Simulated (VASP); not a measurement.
# Hf in VASP: a series of runs, part 2 of 2

VASP 6.6.1. Earlier steps stand in the parts before.

### Step 5. Single point, PBEsol (volume scaled by 1.01)

Contents of INCAR:

```
SYSTEM = Hf
PREC = Accurate
ENCUT = 520
EDIFF = 1E-6
ISMEAR = -1
SIGMA = 0.08
LREAL = .False.
LASPH = .True.
NELM = 80
ALGO = Normal
ISIF = 2
LWAVE = .False.
LCHARG = .False.
GGA = PS
NBANDS = 11
```

Contents of KPOINTS:

```
Automatic mesh
0
Gamma
  16 16 16
  0 0 0
```

Contents of POSCAR:

```
Hf
1.0
   -1.8109967218      1.8109967218      1.8109967218
    1.8109967218     -1.8109967218      1.8109967218
    1.8109967218      1.8109967218     -1.8109967218
Hf
1
Direct
    0.0000000000      0.0000000000      0.0000000000
```

Potentials or basis: VASP PAW PBE potentials, release 64 (Hf_pv).

Run with:

```
$ cat potpaw_PBE.64/Hf_pv/POTCAR > POTCAR
$ mpirun -np 1 vasp_std > vasp.out
```

OUTCAR:

```text
SYSTEM = Hf
   PREC = Accurate
   ENCUT = 520
   EDIFF = 1E-6
   ISMEAR = -1
   LREAL = .False.
   LASPH = .True.
   NELM = 80
   ISIF = 2
   GGA = PS

 ion  position               nearest neighbor table
   1  0.000  0.000  0.000-

  LATTYP: Found a body centered cubic cell.
 ALAT       =     3.6219934436

  Lattice vectors:

 A1 = (  -1.8109967218,   1.8109967218,   1.8109967218)
 A2 = (   1.8109967218,  -1.8109967218,   1.8109967218)
 A3 = (   1.8109967218,   1.8109967218,  -1.8109967218)

Analysis of symmetry for initial positions (statically):
=====================================================================
 Subroutine PRICEL returns:
 Original cell was already a primitive cell.

 Routine SETGRP: Setting up the symmetry group for a
 body centered cubic supercell.

 Subroutine GETGRP returns: Found 48 space group operations
 (whereof 48 operations were pure point group operations)
 out of a pool of 48 trial point group operations.

The static configuration has the point symmetry O_h .

Analysis of symmetry for dynamics (positions and initial velocities):
=====================================================================
 Subroutine PRICEL returns:
 Original cell was already a primitive cell.

 Routine SETGRP: Setting up the symmetry group for a
 body centered cubic supercell.

 Subroutine GETGRP returns: Found 48 space group operations
 (whereof 48 operations were pure point group operations)
 out of a pool of 48 trial point group operations.

The dynamic configuration has the point symmetry O_h .

 Subroutine INISYM returns: Found 48 space group operations
 (whereof 48 operations are pure point group operations),
 and found     1 'primitive' translations

----------------------------------------------------------------------------------------

                                     Primitive cell

  volume of cell :      23.7582

  direct lattice vectors                    reciprocal lattice vectors
    -1.810996722  1.810996722  1.810996722     0.000000000  0.276091057  0.276091057
     1.810996722 -1.810996722  1.810996722     0.276091057  0.000000000  0.276091057
     1.810996722  1.810996722 -1.810996722     0.276091057  0.276091057  0.000000000

  length of vectors
     3.136738334  3.136738334  3.136738334     0.390451718  0.390451718  0.390451718

  position of ions in fractional coordinates (direct lattice)
     0.000000000  0.000000000  0.000000000

  ion indices of the primitive-cell ions
   primitive index   ion index
                 1           1

----------------------------------------------------------------------------------------

 KPOINTS: Automatic mesh

Automatic generation of k-mesh.
 Grid dimensions read from file:
 generate k-points for:   16   16   16

 Generating k-lattice:

  Cartesian coordinates                     Fractional coordinates (reciprocal lattice)
     0.000000000  0.017255691  0.017255691     0.062500000  0.000000000  0.000000000
     0.017255691  0.000000000  0.017255691     0.000000000  0.062500000  0.000000000
     0.017255691  0.017255691  0.000000000     0.000000000  0.000000000  0.062500000

  Length of vectors
     0.024403232  0.024403232  0.024403232

  Shift w.r.t. Gamma in fractional coordinates (k-lattice)
     0.000000000  0.000000000  0.000000000

 Subroutine IBZKPT returns following result:
 ===========================================

 Found    145 irreducible k-points:

 Following reciprocal coordinates:
            Coordinates               Weight
  0.000000  0.000000  0.000000      1.000000
  0.062500  0.000000  0.000000     12.000000
  0.125000  0.000000  0.000000     12.000000
  0.187500  0.000000  0.000000     12.000000
  0.250000  0.000000  0.000000     12.000000
  0.312500  0.000000  0.000000     12.000000
[... 16 lines left out ...]
  0.187500  0.187500  0.000000     24.000000
  0.250000  0.187500 -0.000000     48.000000
 [... further k-points ...]
   k-points           NKPTS =    145   k-points in BZ     NKDIM =    145   number of bands    NBANDS=     11
   number of dos      NEDOS =    301   number of ions     NIONS =      1
   total plane-waves  NPLWV =  13824
   dimension x,y,z NGX =    24 NGY =   24 NGZ =   24
   dimension x,y,z NGXF=    48 NGYF=   48 NGZF=   48
   ions per type =               1
   NGX,Y,Z   is equivalent  to a cutoff of  12.72, 12.72, 12.72 a.u.
   NGXF,Y,Z  is equivalent  to a cutoff of  25.44, 25.44, 25.44 a.u.
 SYSTEM =  Hf
   PREC   = accura    normal or accurate (medium, high low for compatibility)
   ISTART =      0    job   : 0-new  1-cont  2-samecut
   ICHARG =      2    charge: 1-file 2-atom 10-const
   ISPIN  =      1    spin polarized calculation?
   LNONCOLLINEAR =      F non collinear calculations
   LSORBIT =      F    spin-orbit coupling
   LASPH  =      T    aspherical Exc in radial PAW
   ENCUT  =  520.0 eV  38.22 Ry    6.18 a.u.   5.83  5.83  5.83*2*pi/ulx,y,z
   NELM   =     80;   NELMIN=  2; NELMDL= -5     # of ELM steps
   EDIFF  = 0.1E-05   stopping-criterion for ELM
   LREAL  =      F    real-space projection
   EDIFFG = 0.1E-04   stopping-criterion for IOM
   NSW    =      0    number of steps for IOM
   IBRION =     -1    ionic relax: 0-MD 1-quasi-New 2-CG
   NFREE  =      0    steps in history (QN), initial steepest desc. (CG)
   ISIF   =      2    stress and relaxation
   ISYM   =      2    0-nonsym 1-usesym 2-fastsym
   POTIM  = 0.5000    time-step for ionic-motion
   TEBEG  =    0.0;   TEEND  =   0.0 temperature during run
   PSTRESS=    0.0 pullay stress
   NELECT =      10.0000    total number of electrons
   NUPDOWN=      -1.0000    fix difference up-down
   EMIN   =  10.00;   EMAX   =-10.00  energy-range for DOS
   EFERMI =   0.00;   METHOD = LEGACY
   ISMEAR =    -1;   SIGMA  =   0.08  broadening in eV -4-tet -1-fermi 0-gaus
   EFERMI_NEDOS =   21; number of points for ismear=-14 and -15
   IALGO  =     38    algorithm
   IMIX   =      4    mixing-type and parameters
     AMIX     =   0.40;   BMIX     =  1.00
     AMIX_MAG =   1.60;   BMIX_MAG =  1.00
  volume/ion in A,a.u.               =      23.76       160.33
  Fermi-wavevector in a.u.,A,eV,Ry     =   1.226885  2.318476 20.480124  1.505247
  Thomas-Fermi vector in A             =   2.361869
   LORBIT       =      0    0 simple, 1 ext, 2 COOP (PROOUT), +10 PAW based schemes
   GGA     = PS    functional components
   LHFCALC =     F    Hartree Fock is set to
   AEXX    =    0.0000 exact exchange contribution
   IVDW    =     0    specifies the selected vdW correction
   LEPSILON=     F    determine dielectric tensor
   LRPA    =     F    only Hartree local field effects (RPA)
 non-spin polarized calculation
  energy-cutoff  :      520.00
  volume of cell :       23.76
 maximum number of plane-waves:       682
   NGX = 11   NGY = 11   NGZ = 11

 number of electron      10.0000000 magnetization

 number of electron       9.9999999 magnetization

 Free energy of the ion-electron system (eV)
  ---------------------------------------------------
  ext. energy  EPLUGINS =         0.00000000
  ---------------------------------------------------
  free energy    TOTEN  =       -10.26903227 eV

  energy without entropy =      -10.22438989  energy(sigma->0) =      -10.24671108

 E-fermi :   4.0264     XC(G=0): -11.1199

 val. band max:        4.0257864389   @ k =   0.1875   0.1250   0.0625
 cond. band min:       4.0489951530   @ k =   0.3125   0.1875   0.0000
 fundamental gap:      0.0232087141
 Fermi energy:         4.0263634608

 k-point     1 :       0.0000    0.0000    0.0000
  band No.  band energies     occupation
      1     -25.9939      2.00000
      2     -25.9939      2.00000
      3     -25.9939      2.00000
      4      -2.8211      2.00000
      5       5.4821      0.00000
      6       5.4821      0.00000
      7       5.4821      0.00000
      8       8.1041      0.00000
      9       8.1041      0.00000
     10      17.0594      0.00000
     11      17.0594      0.00000
[... 309 lines left out ...]
 k-point    24 :       0.2500    0.1875   -0.0000
  band No.  band energies     occupation
      1     -26.5204      2.00000
      2     -26.2119      2.00000
      3     -26.0507      2.00000
      4       0.9016      2.00000
      5       3.6304      1.98592
      6       4.0773      0.69186
      7       7.5548      0.00000
      8       8.7289      0.00000
      9      10.0531      0.00000
     10      14.2979      0.00000
     11      16.9841      0.00000

 [... further k-points ...]

------------------------ aborting loop because EDIFF is reached ----------------------------------------

  FORCE on cell =-STRESS in cart. coord.  units (eV):
  Direction    XX          YY          ZZ          XY          YZ          ZX
  --------------------------------------------------------------------------------------
  -------------------------------------------------------------------------------------
  Total       -1.4750891     -1.4750891     -1.4750891      0.0000000     -0.0000000      0.0000000
  in kB      -99.4754365    -99.4754365    -99.4754365      0.0000000     -0.0000000      0.0000000
  external PRESSURE =     -99.4754365 kB  Pullay stress =       0.0000000 kB

 VOLUME and BASIS-vectors are now :
 -----------------------------------------------------------------------------
  energy-cutoff  :      520.00
  volume of cell :       23.76
      direct lattice vectors                 reciprocal lattice vectors
    -1.810996722  1.810996722  1.810996722     0.000000000  0.276091057  0.276091057
     1.810996722 -1.810996722  1.810996722     0.276091057  0.000000000  0.276091057
     1.810996722  1.810996722 -1.810996722     0.276091057  0.276091057  0.000000000

 POSITION                                       TOTAL-FORCE (eV/Angst)
 -----------------------------------------------------------------------------------
      0.00000      0.00000      0.00000        -0.000000      0.000000      0.000000
 -----------------------------------------------------------------------------------
    total drift:                                0.000000      0.000000      0.000000

  FREE ENERGIE OF THE ION-ELECTRON SYSTEM (eV)
  ---------------------------------------------------
  free  energy   TOTEN  =       -10.2690322720 eV

  energy  without entropy=      -10.2243898857  energy(sigma->0) =      -10.24671108
```

stdout:

```text
POSCAR found type information on POSCAR Hf
 POSCAR found :  1 types and       1 ions
 scaLAPACK will be used
 -----------------------------------------------------------------------------
|                                                                             |
|                                                                             |
|     You enforced a specific xc type in the INCAR file but a different       |
|     I HOPE YOU KNOW WHAT YOU ARE DOING!                                     |
|                                                                             |
 -----------------------------------------------------------------------------

 LDA part: xc-table for (Slater+PW92), standard interpolation
 POSCAR, INCAR and KPOINTS ok, starting setup
 FFT: planning ... GRIDC
 FFT: planning ... GRID_SOFT
 FFT: planning ... GRID
 WAVECAR not read
 entering main loop
```

It took 9.5 s on 1 thread of Intel Xeon 6975P-C (Granite Rapids), shared host; peak memory 0.16 GiB.

Results:

```yaml
Free_energy: -10.2690 eV
Pressure: -9.9 GPa
Band_gap_on_the_k_mesh: zero (band 5 reaches 5.48 eV, above the bottom of band 6 at 3.32 eV)
```

Caveat: the PAW data sets were made with another functional, which shifts forces and pressure a little; spin-orbit coupling is left out, which moves the levels of the heavy elements.

### Step 6. Overview

```tsv
cell	gap on the mesh (eV)	pressure (GPa)
a = 3.168 Å, angles 108.9, 108.9, 110.5°, 1 atom	none	-11.9
a = 3.063 Å, angles 109.5°, 1 atom	none	-4.0
a = 3.105 Å, angles 109.5°, 1 atom	none	-7.6
a = 3.137 Å, angles 109.5°, 1 atom	none	-9.9
```

Alike in all rows: task single point; level PBEsol; potentials or basis VASP PAW PBE potentials, release 64 (Hf_pv); no spin polarisation; k mesh 16 × 16 × 16; cutoff (eV) 520; smearing fermi-dirac 0.08 eV.

Caveats: the PAW data sets were made with another functional, which shifts forces and pressure a little; spin-orbit coupling is left out, which moves the levels of the heavy elements.

Total energies depend on the potentials used, so only differences within one code and one set of settings carry meaning.
